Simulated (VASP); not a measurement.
# Si3Sn (P4/mmm) in VASP: notebook

Runs on Si3Sn. Level: PBE. Tasks: single point, relaxation of cell and atoms.

Everything below comes from runs of VASP 6.6.1. Logs are shortened: lines on timing, memory, paths and dates and some standing lists are left out, and cuts for length are marked.

## (1) The cell of the first run

Symmetry: P4/mmm, No. 123, tetragonal system. Conventional cell: a = 3.286 Å, b = 3.286 Å, c = 6.788 Å, α = 90.00°, β = 90.00°, γ = 90.00°. Within 3.3 Å of Si (site symmetry 4mm) lie 9 Si at 2.51 to 3.29 Å and 4 Sn at 3.16 Å. Within 3.5 Å of Si (site symmetry 4/mmm) lie 12 Si at 2.64 to 3.29 Å and 2 Sn at 3.39 Å. Within 4.2 Å of Sn (site symmetry 4/mmm) lie 10 Si at 3.16 to 3.39 Å and 4 Sn at 3.29 Å.

## (2) Single point, PBE

INCAR

```
PREC = Accurate
ENCUT = 520
EDIFF = 1E-6
ISMEAR = 0
SIGMA = 0.1
LREAL = F
LASPH = T
NELM = 100
ALGO = Normal
ISIF = 2
LWAVE = F
LCHARG = F
GGA = PE
NBANDS = 21
```

KPOINTS

```
regular mesh
0
Gamma
  16 16 6
```

POSCAR

```
Si3Sn
1.0
    3.2864455391      0.0000000000      0.0000000000
    0.0000000000      3.2864455391      0.0000000000
    0.0000000000      0.0000000000      6.7875293081
Si Sn
3 1
Direct
    0.5000000000      0.5000000000      0.3153727115
    0.0000000000      0.0000000000      0.5000000000
    0.5000000000      0.5000000000      0.6846272885
    0.0000000000      0.0000000000      0.0000000000
```

Potentials or basis: VASP PAW PBE potentials, release 64 (Si, Sn_d).

Launch:

```console
> cat potpaw_PBE.64/Si/POTCAR potpaw_PBE.64/Sn_d/POTCAR > POTCAR
> mpirun -np 1 vasp_std > vasp.out
```

OUTCAR:

```text
PREC = Accurate
   ENCUT = 520
   EDIFF = 1E-6
   ISMEAR = 0
   LREAL = F
   LASPH = T
   NELM = 100
   ISIF = 2
   GGA = PE

 ion  position               nearest neighbor table
   1  0.500  0.500  0.315-   3 2.51   2 2.64   2 2.64   2 2.64   2 2.64   4 3.16   4 3.16   4 3.16
                             4 3.16
   2  0.000  0.000  0.500-   1 2.64   3 2.64   1 2.64   3 2.64   1 2.64   3 2.64   1 2.64   3 2.64
                             4 3.39   4 3.39
   3  0.500  0.500  0.685-   1 2.51   2 2.64   2 2.64   2 2.64   2 2.64   4 3.16   4 3.16   4 3.16
                             4 3.16
   4  0.000  0.000  0.000-   1 3.16   3 3.16   1 3.16   3 3.16   1 3.16   3 3.16   1 3.16   3 3.16
                             2 3.39   2 3.39

  LATTYP: Found a simple tetragonal cell.
 ALAT       =     3.2864455391
 C/A-ratio  =     2.0653101435

  Lattice vectors:

 A1 = (   3.2864455391,   0.0000000000,   0.0000000000)
 A2 = (   0.0000000000,   3.2864455391,   0.0000000000)
 A3 = (   0.0000000000,   0.0000000000,   6.7875293081)

Analysis of symmetry for initial positions (statically):
=====================================================================
 Subroutine PRICEL returns:
 Original cell was already a primitive cell.

 Routine SETGRP: Setting up the symmetry group for a
 simple tetragonal supercell.

 Subroutine GETGRP returns: Found 16 space group operations
 (whereof 16 operations were pure point group operations)
 out of a pool of 16 trial point group operations.

The static configuration has the point symmetry D_4h.

Analysis of symmetry for dynamics (positions and initial velocities):
=====================================================================
 Subroutine PRICEL returns:
 Original cell was already a primitive cell.

 Routine SETGRP: Setting up the symmetry group for a
 simple tetragonal supercell.

 Subroutine GETGRP returns: Found 16 space group operations
 (whereof 16 operations were pure point group operations)
 out of a pool of 16 trial point group operations.

The dynamic configuration has the point symmetry D_4h.

 Subroutine INISYM returns: Found 16 space group operations
 (whereof 16 operations are pure point group operations),
 and found     1 'primitive' translations

----------------------------------------------------------------------------------------

                                     Primitive cell

  volume of cell :      73.3102

  direct lattice vectors                    reciprocal lattice vectors
     3.286445539  0.000000000  0.000000000     0.304280107  0.000000000  0.000000000
     0.000000000  3.286445539  0.000000000     0.000000000  0.304280107  0.000000000
     0.000000000  0.000000000  6.787529308     0.000000000  0.000000000  0.147329014

  length of vectors
     3.286445539  3.286445539  6.787529308     0.304280107  0.304280107  0.147329014

  position of ions in fractional coordinates (direct lattice)
     0.500000000  0.500000000  0.315372711
     0.000000000  0.000000000  0.500000000
     0.500000000  0.500000000  0.684627289
     0.000000000  0.000000000  0.000000000

  ion indices of the primitive-cell ions
   primitive index   ion index
                 1           1
                 2           2
                 3           3
                 4           4

----------------------------------------------------------------------------------------

 KPOINTS: regular mesh

Automatic generation of k-mesh.
 Grid dimensions read from file:
 generate k-points for:   16   16    6

 Generating k-lattice:

  Cartesian coordinates                     Fractional coordinates (reciprocal lattice)
     0.019017507  0.000000000  0.000000000     0.062500000  0.000000000  0.000000000
     0.000000000  0.019017507  0.000000000     0.000000000  0.062500000  0.000000000
     0.000000000  0.000000000  0.024554836     0.000000000  0.000000000  0.166666667

  Length of vectors
     0.019017507  0.019017507  0.024554836

  Shift w.r.t. Gamma in fractional coordinates (k-lattice)
     0.000000000  0.000000000  0.000000000

 Subroutine IBZKPT returns following result:
 ===========================================

 Found    180 irreducible k-points:

 Following reciprocal coordinates:
            Coordinates               Weight
  0.000000  0.000000  0.000000      1.000000
  0.062500  0.000000  0.000000      4.000000
  0.125000  0.000000  0.000000      4.000000
  0.187500  0.000000  0.000000      4.000000
  0.250000  0.000000  0.000000      4.000000
  0.312500  0.000000  0.000000      4.000000
[... 16 lines left out ...]
  0.437500  0.125000  0.000000      8.000000
  0.500000  0.125000  0.000000      4.000000
 [... further k-points ...]
   k-points           NKPTS =    180   k-points in BZ     NKDIM =    180   number of bands    NBANDS=     21
   number of dos      NEDOS =    301   number of ions     NIONS =      4
   total plane-waves  NPLWV =  28800
   dimension x,y,z NGX =    24 NGY =   24 NGZ =   50
[... 91 lines left out ...]
     21      15.3651      0.00000

 k-point     3 :       0.1250    0.0000    0.0000
  band No.  band energies     occupation
      1     -12.8571      2.00000
      2     -12.7941      2.00000
      3     -12.7273      2.00000
      4     -12.7159      2.00000
      5     -12.6768      2.00000
      6      -4.3312      2.00000
[... 13 lines left out ...]
     20      15.6746      0.00000
     21      16.3942      0.00000

 k-point     4 :       0.1875    0.0000    0.0000
  band No.  band energies     occupation
      1     -12.8433      2.00000
      2     -12.7777      2.00000
      3     -12.7389      2.00000
      4     -12.7149      2.00000
      5     -12.6857      2.00000
      6      -4.0694      2.00000
[... 13 lines left out ...]
     20      15.5669      0.00000
     21      15.9282      0.00000

 k-point     5 :       0.2500    0.0000    0.0000
  band No.  band energies     occupation
      1     -12.8334      2.00000
      2     -12.7524      2.00000
      3     -12.7521      2.00000
      4     -12.7137      2.00000
      5     -12.6962      2.00000
      6      -3.7039      2.00000
[... 13 lines left out ...]
     20      15.5598      0.00000
     21      15.8588      0.00000

 k-point     6 :       0.3125    0.0000    0.0000
  band No.  band energies     occupation
      1     -12.8273      2.00000
      2     -12.7659      2.00000
      3     -12.7224      2.00000
      4     -12.7125      2.00000
      5     -12.7067      2.00000
      6      -3.2364      2.00000
[... 13 lines left out ...]
     20      14.7960      0.00000
     21      15.2738      0.00000

 k-point     7 :       0.3750    0.0000    0.0000
  band No.  band energies     occupation
      1     -12.8237      2.00000
      2     -12.7773      2.00000
      3     -12.7155      2.00000
      4     -12.7114      2.00000
      5     -12.6957      2.00000
      6      -2.6707      2.00000
[... 13 lines left out ...]
     20      14.5409      0.00000
     21      15.4600      0.00000
[... 291 lines left out ...]
      1     -12.8071      2.00000
      2     -12.7511      2.00000
      3     -12.7509      2.00000
      4     -12.7237      2.00000
      5     -12.7058      2.00000
      6      -3.4954      2.00000
[... 13 lines left out ...]
     20      15.7628      0.00000
     21      16.0420      0.00000

 k-point    21 :       0.3125    0.1250    0.0000
  band No.  band energies     occupation
      1     -12.8019      2.00000
      2     -12.7644      2.00000
      3     -12.7223      2.00000
      4     -12.7206      2.00000
      5     -12.7164      2.00000
      6      -3.0287      2.00000
[... 13 lines left out ...]
     20      15.1267      0.00000
     21      15.2618      0.00000

 k-point    22 :       0.3750    0.1250    0.0000
  band No.  band energies     occupation
      1     -12.7990      2.00000
      2     -12.7757      2.00000
      3     -12.7262      2.00000
      4     -12.7212      2.00000
      5     -12.6926      2.00000
      6      -2.4642      2.00000
[... 13 lines left out ...]
     20      14.4674      0.00000
     21      14.5712      0.00000

 k-point    23 :       0.4375    0.1250    0.0000
  band No.  band energies     occupation
      1     -12.7975      2.00000
      2     -12.7832      2.00000
      3     -12.7324      2.00000
      4     -12.7204      2.00000
      5     -12.6738      2.00000
      6      -1.8164      2.00000
[... 13 lines left out ...]
     20      13.8107      0.00000
     21      14.6067      0.00000

 k-point    24 :       0.5000    0.1250    0.0000
  band No.  band energies     occupation
      1     -12.7969      2.00000
      2     -12.7858      2.00000
      3     -12.7346      2.00000
      4     -12.7201      2.00000
      5     -12.6671      2.00000
      6      -1.2940      2.00000
[... 13 lines left out ...]
     20      13.9496      0.00000
     21      14.6855      0.00000

 [... further k-points ...]

------------------------ aborting loop because EDIFF is reached ----------------------------------------

  FORCE on cell =-STRESS in cart. coord.  units (eV):
  Direction    XX          YY          ZZ          XY          YZ          ZX
  --------------------------------------------------------------------------------------
  -------------------------------------------------------------------------------------
  Total        0.0005925      0.0005925     -0.0394935      0.0000000      0.0000000     -0.0000000
  in kB        0.0129485      0.0129485     -0.8631203      0.0000000      0.0000000     -0.0000000
  external PRESSURE =      -0.2790744 kB  Pullay stress =       0.0000000 kB

 VOLUME and BASIS-vectors are now :
 -----------------------------------------------------------------------------
  energy-cutoff  :      520.00
  volume of cell :       73.31
      direct lattice vectors                 reciprocal lattice vectors
     3.286445539  0.000000000  0.000000000     0.304280107  0.000000000  0.000000000
     0.000000000  3.286445539  0.000000000     0.000000000  0.304280107  0.000000000
     0.000000000  0.000000000  6.787529308     0.000000000  0.000000000  0.147329014

 POSITION                                       TOTAL-FORCE (eV/Angst)
 -----------------------------------------------------------------------------------
      1.64322      1.64322      2.14060         0.000000      0.000000      0.006323
      0.00000      0.00000      3.39376         0.000000     -0.000000      0.000000
      1.64322      1.64322      4.64693        -0.000000     -0.000000     -0.006323
      0.00000      0.00000      0.00000         0.000000     -0.000000      0.000000
 -----------------------------------------------------------------------------------
    total drift:                                0.000000     -0.000000      0.000000

  FREE ENERGIE OF THE ION-ELECTRON SYSTEM (eV)
  ---------------------------------------------------
  free  energy   TOTEN  =       -18.4030155224 eV

  energy  without entropy=      -18.3948387164  energy(sigma->0) =      -18.39892712
```

Run time: 3.6 min. Hardware: 1 thread of AMD EPYC 7R13 (Zen 3), shared host; peak memory 0.32 GiB.

What came out:

```
Free energy            : -18.4030 eV
Pressure               : 0.0 GPa
Largest force          : 0.006 eV/Å
Band gap on the k mesh : zero (band 13 reaches 10.99 eV, above the bottom of band 14 at 6.70 eV)
```

Forces in eV/Å, atoms in the order of the input:
```
Si   0.000  0.000  0.006
Si   0.000  0.000  0.000
Si   0.000  0.000 -0.006
Sn   0.000  0.000  0.000
```

Caveat: spin-orbit coupling is left out, which moves the levels of the heavy elements.

## (3) Relaxation of cell and atoms, PBE

This run uses another cell than the first one, of 18.70 Å³/atom, 1.020 times its volume.

INCAR

```
SYSTEM = Si3Sn
PREC = Accurate
ENCUT = 600
EDIFF = 1E-6
ISMEAR = 0
SIGMA = 0.1
LREAL = .False.
LASPH = .True.
NELM = 100
ALGO = Normal
ISIF = 3
LWAVE = .False.
LCHARG = .False.
GGA = PE
IBRION = 2
NSW = 100
EDIFFG = -0.01
```

KPOINTS

```
regular mesh
0
Gamma
  16 16 6
  0 0 0
```

POSCAR

```
Si3Sn
1.0
    3.0465780699      0.0000000000      0.0000000000
    0.0000000000      3.0465780699      0.0000000000
    0.0000000000      0.0000000000      8.0577997179
Si Sn
3 1
Direct
    0.5000000000      0.5000000000      0.3153026290
    0.0000000000      0.0000000000      0.5000000000
    0.5000000000      0.5000000000      0.6846973710
    0.0000000000      0.0000000000      0.0000000000
```

Potentials or basis: VASP PAW PBE potentials, release 64 (Si, Sn_d).

Launch:

```console
> cat potpaw_PBE.64/Si/POTCAR potpaw_PBE.64/Sn_d/POTCAR > POTCAR
> mpirun -np 1 vasp_std > vasp.out
```

It took 50 min on 1 thread of AMD EPYC 7R13 (Zen 3), shared host; peak memory 0.37 GiB.

The run converged. Its results:

- Free energy: -18.4024 eV
- Relaxed volume: 18.32 Å³/atom
- Relaxed cell: a = 3.286 Å, b = 3.286 Å, c = 6.786 Å, α = 90.00°, β = 90.00°, γ = 90.00°
- Space group after relaxing (to 0.05 Å): P4/mmm (No. 123)
- Energy gained by relaxing: 66.4 meV/atom
- Ionic steps: 19
- Pressure after relaxing: 0.0 GPa
- Largest force after relaxing: 0.004 eV/Å

Forces on the atoms (eV/Å):
```
Si   0.000  0.000  0.004
Si   0.000  0.000  0.000
Si   0.000  0.000 -0.004
Sn   0.000  0.000  0.000
```

Step by step:
```csv
step,energy change (eV),largest force (eV/Å),pressure (GPa),volume (Å³)
1,0.0000,0.0805,-0.12,74.79
2,-0.0208,0.0849,-0.08,74.63
3,-0.1021,0.0592,-0.05,74.04
4,-0.2372,0.1539,1.52,72.35
5,1.2087,6.8717,18.57,66.74
6,-0.2458,0.1310,1.54,72.18
7,-0.2034,0.7035,3.53,71.04
8,-0.2457,0.3828,2.15,71.76
9,-0.2489,0.2623,1.87,71.94
10,-0.2589,0.2915,0.30,73.44
11,-0.2592,0.2865,0.55,73.20
12,-0.2642,0.0861,-0.12,73.62
13,-0.2644,0.0543,-0.24,73.70
14,-0.2649,0.0409,-0.07,73.50
15,-0.2651,0.0284,0.08,73.31
16,-0.2652,0.0225,0.15,73.22
17,-0.2654,0.0002,0.04,73.28
18,-0.2655,0.0166,-0.05,73.33
19,-0.2655,0.0044,0.01,73.28
```

Final structure:
```
Si Sn
1.0
     3.28618    0.00000    0.00000
     0.00000    3.28618    0.00000
     0.00000    0.00000    6.78615
Si Sn
3 1
Direct
  0.50000 0.50000 0.31537
  0.00000 0.00000 0.50000
  0.50000 0.50000 0.68463
  0.00000 0.00000 0.00000
```

Levels at points of the mesh, in eV from the Fermi level:
| k point | band 9 | band 10 | band 11 | band 12 | band 13 | band 14 | band 15 | band 16 | band 17 |
| --- | --- | --- | --- | --- | --- | --- | --- | --- | --- |
| (0.00, 0.00, 0.00) | -1.27 | -1.27 | -0.65 | -0.40 | 0.39 | 2.39 | 2.80 | 2.80 | 3.75 |
| (0.50, 0.00, 0.00) | -6.32 | -5.36 | -5.29 | 1.54 | 2.07 | 2.58 | 2.72 | 3.17 | 3.83 |
| (0.50, 0.50, 0.00) | -6.17 | -4.07 | -3.82 | -2.03 | -2.01 | -2.01 | -1.99 | -1.99 | -1.74 |
| (0.00, 0.00, 0.50) | -5.21 | -1.16 | -1.16 | -0.02 | 1.71 | 1.71 | 2.32 | 2.46 | 5.37 |
| (0.50, 0.00, 0.50) | -7.48 | -2.62 | -2.25 | -1.85 | -1.26 | 1.57 | 2.17 | 3.90 | 4.35 |
| (0.50, 0.50, 0.50) | -5.98 | -4.91 | -4.52 | -3.67 | -3.67 | -0.53 | 0.46 | 1.01 | 1.01 |

Caveat: the bands computed are all filled at some k points, so no gap is given; spin-orbit coupling is left out, which moves the levels of the heavy elements.

## (4) Single point, PBE

This run uses another cell than the first one, of 18.27 Å³/atom, 0.997 times its volume.

INCAR

```
PREC = Accurate ; ENCUT = 520
EDIFF = 1E-7 ; ISMEAR = 0
SIGMA = 0.1 ; LREAL = F
LASPH = T ; NELM = 100
ALGO = Normal ; ISIF = 2
LWAVE = F ; LCHARG = F
GGA = PE ; NBANDS = 21
```

KPOINTS

```
regular mesh
0
Gamma
  14 14 8
```

POSCAR

```
Si3Sn
1.0
    3.2840232650      0.0000000000      0.0000000000
    0.0000000000      3.2840232650      0.0000000000
    0.0000000000      0.0000000000      6.7770335563
Si Sn
3 1
Direct
    0.5000000000      0.5000000000      0.3138265626
    0.0000000000      0.0000000000      0.5000000000
    0.5000000000      0.5000000000      0.6861734374
    0.0000000000      0.0000000000      0.0000000000
```

Launch:

```console
> cat potpaw_PBE.64/Si/POTCAR potpaw_PBE.64/Sn_d/POTCAR > POTCAR
> mpirun -np 1 vasp_std > vasp.out
```

Run time: 4.4 min. Hardware: 1 thread of AMD EPYC 7R13 (Zen 3), shared host; peak memory 0.32 GiB.

The run converged. Its results:

* Free energy: -18.3974 eV
* Pressure: -0.1 GPa
* Largest force: 0.007 eV/Å
* Band gap on the k mesh: zero (band 13 reaches 10.97 eV, above the bottom of band 14 at 6.72 eV)

Forces on the atoms (eV/Å):
```
Si   0.000  0.000  0.007
Si   0.000  0.000  0.000
Si   0.000  0.000 -0.007
Sn   0.000  0.000  0.000
```

Levels at points of the mesh, in eV from the Fermi level:
| k point | band 9 | band 10 | band 11 | band 12 | band 13 | band 14 | band 15 | band 16 | band 17 | band 18 |
| --- | --- | --- | --- | --- | --- | --- | --- | --- | --- | --- |
| (0.00, 0.00, 0.00) | -1.29 | -1.29 | -0.68 | -0.47 | 0.41 | 2.36 | 2.75 | 2.75 | 3.69 | 3.69 |
| (0.50, 0.00, 0.00) | -6.38 | -5.43 | -5.37 | 1.54 | 2.06 | 2.58 | 2.69 | 3.08 | 3.74 | 3.83 |
| (0.50, 0.50, 0.00) | -6.20 | -4.13 | -3.85 | -2.08 | -2.07 | -2.07 | -2.05 | -2.05 | -1.82 | 5.09 |
| (0.00, 0.00, 0.50) | -5.27 | -1.16 | -1.16 | -0.02 | 1.64 | 1.64 | 2.28 | 2.44 | 5.30 | 5.91 |
| (0.50, 0.00, 0.50) | -7.57 | -2.65 | -2.30 | -1.90 | -1.33 | 1.57 | 2.16 | 3.91 | 4.28 | 4.62 |
| (0.50, 0.50, 0.50) | -6.00 | -4.97 | -4.60 | -3.75 | -3.75 | -0.57 | 0.43 | 0.97 | 0.97 | 1.87 |

Caveat: spin-orbit coupling is left out, which moves the levels of the heavy elements.

## (5) The runs side by side

| task | cell | k mesh | cutoff (eV) | gap on the mesh (eV) | pressure (GPa) | largest force (eV/Å) |
| --- | --- | --- | --- | --- | --- | --- |
| single point | a = 3.286, b = 3.286, c = 6.788 Å, 4 atoms | 16 × 16 × 6 | 520 | none | 0.0 | 0.01 |
| relaxation of cell and atoms | relaxed from a = 3.047, b = 3.047, c = 8.058 Å, 4 atoms | 16 × 16 × 6 | 600 | - | 0.0 | - |
| single point | a = 3.284, b = 3.284, c = 6.777 Å, 4 atoms | 14 × 14 × 8 | 520 | none | -0.1 | 0.01 |

Alike in all rows: level PBE; potentials or basis VASP PAW PBE potentials, release 64 (Si, Sn_d); no spin polarisation; smearing gaussian 0.1 eV.

Caveats: spin-orbit coupling is left out, which moves the levels of the heavy elements; the bands computed are all filled at some k points, so no gap is given (some runs).

Total energies depend on the potentials used, so only differences within one code and one set of settings carry meaning.
